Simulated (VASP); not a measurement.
# SiGe4 in VASP: relaxation of the atoms with PBE

Aim: the relaxation of the atoms of SiGe4 with PBE.

Everything below comes from runs of VASP 6.6.1. Logs are shortened: lines on timing, memory, paths and dates and some standing lists are left out, and cuts for length are marked.

## 1. The cell of the first run

The cell holds a slab with vacuum, 5 atoms: a = 4.074 Å, b = 4.074 Å, c = 19.856 Å, α = 90.00°, β = 90.00°, γ = 90.00°.

## 2. Relaxation of the atoms, PBE

INCAR

```
SYSTEM = SiGe4
PREC = Accurate
ENCUT = 520
EDIFF = 1E-6
ISMEAR = 0
SIGMA = 0.1
LREAL = .False.
LASPH = .True.
NELM = 100
ALGO = Normal
ISIF = 2
LWAVE = .False.
LCHARG = .False.
LDIPOL = .True.
IDIPOL = 3
DIPOL = 0.5 0.5 0.345
GGA = PE
IBRION = 2
NSW = 36
EDIFFG = -0.025
```

KPOINTS

```
Automatic mesh
0
Gamma
  7 7 1
  0 0 0
```

POSCAR

```
SiGe4
1.0
    4.0740542205      0.0000000000      0.0000000000
    0.0000000000      4.0740542205      0.0000000000
    0.0000000000      0.0000000000     19.8557568590
Ge Si
4 1
Selective dynamics
Direct
    0.0000000000      0.5000000000      0.2014529100  F F F
    0.0000000000      0.0000000000      0.2739958855  F F F
    0.5000000000      0.0000000000      0.3493666156  F F F
    0.5000000000      0.5000000000      0.4208228837  F F F
    1.0000000000      0.6250000000      0.4812095633  F F T
```

Potentials or basis: VASP PAW PBE potentials, release 64 (Ge_d, Si).

On the command line:

```console
> cat potpaw_PBE.64/Ge_d/POTCAR potpaw_PBE.64/Si/POTCAR > POTCAR
> mpirun -np 1 vasp_std > vasp.out
```

OUTCAR:

```text
SYSTEM = SiGe4
   PREC = Accurate
   ENCUT = 520
   EDIFF = 1E-6
   ISMEAR = 0
   LREAL = .False.
   LASPH = .True.
   NELM = 100
   ISIF = 2
   GGA = PE
   IBRION = 2
   NSW = 36
   EDIFFG = -0.025

 ion  position               nearest neighbor table
   1  0.000  0.500  0.201-   2 2.49   2 2.49
   2  0.000  0.000  0.274-   1 2.49   1 2.49   3 2.53   3 2.53
   3  0.500  0.000  0.349-   4 2.48   4 2.48   2 2.53   2 2.53
   4  0.500  0.500  0.421-   5 2.42   5 2.42   3 2.48   3 2.48
   5  0.000  0.625  0.481-   4 2.42   4 2.42

  LATTYP: Found a simple tetragonal cell.
 ALAT       =     4.0740542205
 C/A-ratio  =     4.8737095248

  Lattice vectors:

 A1 = (   4.0740542205,   0.0000000000,   0.0000000000)
 A2 = (   0.0000000000,   4.0740542205,   0.0000000000)
 A3 = (   0.0000000000,   0.0000000000,  19.8557568590)

Analysis of symmetry for initial positions (statically):
=====================================================================
 Subroutine PRICEL returns:
 Original cell was already a primitive cell.

 Routine SETGRP: Setting up the symmetry group for a
 simple tetragonal supercell.

 Subroutine GETGRP returns: Found  2 space group operations
 (whereof  2 operations were pure point group operations)
 out of a pool of 16 trial point group operations.

The static configuration has the point symmetry C_1h.

Analysis of symmetry for dynamics (positions and initial velocities):
=====================================================================
 Subroutine PRICEL returns:
 Original cell was already a primitive cell.

 Routine SETGRP: Setting up the symmetry group for a
 simple tetragonal supercell.

 Subroutine GETGRP returns: Found  2 space group operations
 (whereof  2 operations were pure point group operations)
 out of a pool of 16 trial point group operations.

The dynamic configuration has the point symmetry C_1h.

Analysis of constrained symmetry for selective dynamics:
=====================================================================
 Subroutine PRICEL returns:
 Original cell was already a primitive cell.

 Routine SETGRP: Setting up the symmetry group for a
 simple tetragonal supercell.

 Subroutine GETGRP returns: Found  2 space group operations
 (whereof  2 operations were pure point group operations)
 out of a pool of 16 trial point group operations.

The constrained configuration has the point symmetry C_1h.

 Subroutine INISYM returns: Found  2 space group operations
 (whereof  2 operations are pure point group operations),
 and found     1 'primitive' translations

----------------------------------------------------------------------------------------

                                     Primitive cell

  volume of cell :     329.5642

  direct lattice vectors                    reciprocal lattice vectors
     4.074054220  0.000000000  0.000000000     0.245455742  0.000000000  0.000000000
     0.000000000  4.074054220  0.000000000     0.000000000  0.245455742  0.000000000
     0.000000000  0.000000000 19.855756859     0.000000000  0.000000000  0.050363228

  length of vectors
     4.074054220  4.074054220 19.855756859     0.245455742  0.245455742  0.050363228

  position of ions in fractional coordinates (direct lattice)
     0.000000000  0.500000000  0.201452910
     0.000000000  0.000000000  0.273995885
     0.500000000  0.000000000  0.349366616
     0.500000000  0.500000000  0.420822884
     0.000000000  0.625000000  0.481209563

  ion indices of the primitive-cell ions
   primitive index   ion index
                 1           1
                 2           2
                 3           3
                 4           4
                 5           5

----------------------------------------------------------------------------------------

 KPOINTS: Automatic mesh

Automatic generation of k-mesh.
 Grid dimensions read from file:
 generate k-points for:    7    7    1

 Generating k-lattice:

  Cartesian coordinates                     Fractional coordinates (reciprocal lattice)
     0.035065106  0.000000000  0.000000000     0.142857143  0.000000000  0.000000000
     0.000000000  0.035065106  0.000000000     0.000000000  0.142857143  0.000000000
     0.000000000  0.000000000  0.050363228     0.000000000  0.000000000  1.000000000

  Length of vectors
     0.035065106  0.035065106  0.050363228

  Shift w.r.t. Gamma in fractional coordinates (k-lattice)
     0.000000000  0.000000000  0.000000000

 Subroutine IBZKPT returns following result:
 ===========================================

 Found     16 irreducible k-points:

 Following reciprocal coordinates:
            Coordinates               Weight
  0.000000  0.000000  0.000000      1.000000
  0.142857  0.000000  0.000000      2.000000
  0.000000  0.142857  0.000000      2.000000
  0.285714  0.000000  0.000000      2.000000
  0.000000  0.285714  0.000000      2.000000
  0.428571  0.000000  0.000000      2.000000
[... 8 lines left out ...]
 -0.285714  0.428571  0.000000      4.000000
  0.428571  0.428571  0.000000      4.000000
   k-points           NKPTS =     16   k-points in BZ     NKDIM =     16   number of bands    NBANDS=     36
   number of dos      NEDOS =    301   number of ions     NIONS =      5
   total plane-waves  NPLWV = 135000
   dimension x,y,z NGX =    30 NGY =   30 NGZ =  150
   dimension x,y,z NGXF=    60 NGYF=   60 NGZF=  300
   ions per type =               4   1
   NGX,Y,Z   is equivalent  to a cutoff of  12.24, 12.24, 12.56 a.u.
   NGXF,Y,Z  is equivalent  to a cutoff of  24.48, 24.48, 25.12 a.u.
 SYSTEM =  SiGe4
   PREC   = accura    normal or accurate (medium, high low for compatibility)
   ISTART =      0    job   : 0-new  1-cont  2-samecut
   ICHARG =      2    charge: 1-file 2-atom 10-const
   ISPIN  =      1    spin polarized calculation?
   LNONCOLLINEAR =      F non collinear calculations
   LSORBIT =      F    spin-orbit coupling
   LASPH  =      T    aspherical Exc in radial PAW
   ENCUT  =  520.0 eV  38.22 Ry    6.18 a.u.   7.58  7.58 36.92*2*pi/ulx,y,z
   NELM   =    100;   NELMIN=  2; NELMDL= -5     # of ELM steps
   EDIFF  = 0.1E-05   stopping-criterion for ELM
   LREAL  =      F    real-space projection
   EDIFFG = -.3E-01   stopping-criterion for IOM
   NSW    =     36    number of steps for IOM
   IBRION =      2    ionic relax: 0-MD 1-quasi-New 2-CG
   NFREE  =      1    steps in history (QN), initial steepest desc. (CG)
   ISIF   =      2    stress and relaxation
   ISYM   =      2    0-nonsym 1-usesym 2-fastsym
   POTIM  = 0.5000    time-step for ionic-motion
   TEBEG  =    0.0;   TEEND  =   0.0 temperature during run
   PSTRESS=    0.0 pullay stress
   NELECT =      60.0000    total number of electrons
   NUPDOWN=      -1.0000    fix difference up-down
   EMIN   =  10.00;   EMAX   =-10.00  energy-range for DOS
   EFERMI =   0.00;   METHOD = LEGACY
   ISMEAR =     0;   SIGMA  =   0.10  broadening in eV -4-tet -1-fermi 0-gaus
   EFERMI_NEDOS =   21; number of points for ismear=-14 and -15
   IALGO  =     38    algorithm
   IMIX   =      4    mixing-type and parameters
     AMIX     =   0.40;   BMIX     =  1.00
     AMIX_MAG =   1.60;   BMIX_MAG =  1.00
  volume/ion in A,a.u.               =      65.91       444.80
  Fermi-wavevector in a.u.,A,eV,Ry     =   0.927852  1.753385 11.713375  0.860909
  Thomas-Fermi vector in A             =   2.053966
   LORBIT       =      0    0 simple, 1 ext, 2 COOP (PROOUT), +10 PAW based schemes
   GGA     = PE    functional components
   LHFCALC =     F    Hartree Fock is set to
   AEXX    =    0.0000 exact exchange contribution
   IVDW    =     0    specifies the selected vdW correction
   LEPSILON=     F    determine dielectric tensor
   LRPA    =     F    only Hartree local field effects (RPA)
 conjugate gradient relaxation of ions
 non-spin polarized calculation
 Gauss-broadening in eV      SIGMA  =   0.10
  energy-cutoff  :      520.00
  volume of cell :      329.56
 maximum number of plane-waves:      8917
   NGX = 15   NGY = 15   NGZ = 73

 dipolmoment           0.000000      0.000000      0.021639 electrons x Angstroem

--------------------------------------- Ionic step        1  -------------------------------------------

 number of electron      59.9999944 magnetization

 Free energy of the ion-electron system (eV)
  ---------------------------------------------------
  ext. energy  EPLUGINS =         0.00000000
  ---------------------------------------------------
  free energy    TOTEN  =       -20.10215717 eV

  energy without entropy =      -20.07263158  energy(sigma->0) =      -20.08739437

------------------------ aborting loop because EDIFF is reached ----------------------------------------

  FORCE on cell =-STRESS in cart. coord.  units (eV):
  Direction    XX          YY          ZZ          XY          YZ          ZX
  --------------------------------------------------------------------------------------
  -------------------------------------------------------------------------------------
  Total       -2.1927138     -0.2477186      0.5155391      0.0000000      0.1270574      0.0000000
  in kB      -10.6598838     -1.2042845      2.5062948      0.0000000      0.6176898      0.0000000
  external PRESSURE =      -3.1192912 kB  Pullay stress =       0.0000000 kB
[... 65 lines left out ...]
--------------------------------------- Ionic step        3  -------------------------------------------

 number of electron      59.9999944 magnetization

------------------------ aborting loop because EDIFF is reached ----------------------------------------

 vacuum level on the upper side and lower side of the slab       (xc-potential included)        -0.095         0.021

  FORCE on cell =-STRESS in cart. coord.  units (eV):
  Direction    XX          YY          ZZ          XY          YZ          ZX
  --------------------------------------------------------------------------------------
  -------------------------------------------------------------------------------------
  Total       -2.3907427     -0.3624938      0.2523359      0.0000000      0.0720054      0.0000000
  in kB      -11.6226018     -1.7622647      1.2267316      0.0000000      0.3500545      0.0000000
  external PRESSURE =      -4.0527116 kB  Pullay stress =       0.0000000 kB

 VOLUME and BASIS-vectors are now :
 -----------------------------------------------------------------------------
  energy-cutoff  :      520.00
  volume of cell :      329.56
      direct lattice vectors                 reciprocal lattice vectors
     4.074054220  0.000000000  0.000000000     0.245455742  0.000000000  0.000000000
     0.000000000  4.074054220  0.000000000     0.000000000  0.245455742  0.000000000
     0.000000000  0.000000000 19.855756859     0.000000000  0.000000000  0.050363228
[... 15 lines left out ...]
  energy  without entropy=      -20.0761476379  energy(sigma->0) =      -20.09101320

--------------------------------------- Ionic step        4  -------------------------------------------

 number of electron      59.9999944 magnetization

 dipolmoment           0.000000      0.000000     -0.005776 electrons x Angstroem

 Free energy of the ion-electron system (eV)
  ---------------------------------------------------
  ext. energy  EPLUGINS =         0.00000000
  ---------------------------------------------------
  free energy    TOTEN  =       -20.10599552 eV

  energy without entropy =      -20.07624388  energy(sigma->0) =      -20.09111970

 E-fermi :  -1.6273     XC(G=0):  -4.2899

 val. band max:       -1.6330130147   @ k =   0.2857   0.1429   0.0000
 cond. band min:      -1.6027844721   @ k =   0.2857   0.2857   0.0000
 fundamental gap:      0.0302285426
 Fermi energy:        -1.6272823715

 k-point     1 :       0.0000    0.0000    0.0000
  band No.  band energies     occupation
      1     -26.0851      2.00000
      2     -26.0365      2.00000
      3     -26.0274      2.00000
      4     -26.0132      2.00000
      5     -25.9788      2.00000
      6     -25.8441      2.00000
[... 613 lines left out ...]
     35       1.8249      0.00000
     36       2.5808      0.00000

------------------------ aborting loop because EDIFF is reached ----------------------------------------

 vacuum level on the upper side and lower side of the slab       (xc-potential included)        -0.126        -0.053

  FORCE on cell =-STRESS in cart. coord.  units (eV):
  Direction    XX          YY          ZZ          XY          YZ          ZX
  --------------------------------------------------------------------------------------
  -------------------------------------------------------------------------------------
  Total       -2.4038800     -0.3714638      0.2140093      0.0000000      0.0592083      0.0000000
  in kB      -11.6864689     -1.8058724      1.0404070      0.0000000      0.2878415      0.0000000
  external PRESSURE =      -4.1506448 kB  Pullay stress =       0.0000000 kB

 VOLUME and BASIS-vectors are now :
 -----------------------------------------------------------------------------
  energy-cutoff  :      520.00
  volume of cell :      329.56
      direct lattice vectors                 reciprocal lattice vectors
     4.074054220  0.000000000  0.000000000     0.245455742  0.000000000  0.000000000
     0.000000000  4.074054220  0.000000000     0.000000000  0.245455742  0.000000000
     0.000000000  0.000000000 19.855756859     0.000000000  0.000000000  0.050363228
[... 11 lines left out ...]
  FREE ENERGIE OF THE ION-ELECTRON SYSTEM (eV)
  ---------------------------------------------------
  free  energy   TOTEN  =       -20.1059955242 eV

  energy  without entropy=      -20.0762438823  energy(sigma->0) =      -20.09111970

 reached required accuracy - stopping structural energy minimisation

 vacuum level on the upper side and lower side of the slab         3.146         3.217
```

It took 4.9 min on 1 thread of AMD EPYC 9R45 (Zen 5), shared host; peak memory 0.43 GiB.

What came out:

* Free energy: -20.1060 eV
* Energy gained by relaxing: 0.8 meV/atom
* Ionic steps: 4
* Band gap on the k mesh: zero (bands 30 and 31 overlap by 0.85 eV)

The path:
```csv
step,energy change (eV),largest force on free atoms (eV/Å),pressure (GPa)
1,0.0000,0.1846,-0.31
2,-0.0015,0.1446,-0.34
3,-0.0037,0.0314,-0.41
4,-0.0038,0.0001,-0.42
```

Final structure:
```xyz
5
Lattice="4.0741 0.0000 0.0000 0.0000 4.0741 0.0000 0.0000 0.0000 19.8558" Properties=species:S:1:pos:R:3 pbc="T T T"
Ge    0.0000    2.0370    4.0000
Ge    0.0000    0.0000    5.4404
Ge    2.0370    0.0000    6.9369
Ge    2.0370    2.0370    8.3558
Si    0.0000    2.5463    9.5961
```

Levels at points of the mesh, in eV from the Fermi level:
```csv
k point,band 26,band 27,band 28,band 29,band 30,band 31,band 32,band 33,band 34,band 35
"(0.00, 0.00, 0.00)",-2.16,-1.95,-0.76,-0.67,0.63,0.92,1.38,2.12,2.31,2.35
```

The gap in the log of VASP goes by the Fermi energy; the results here count the filled bands.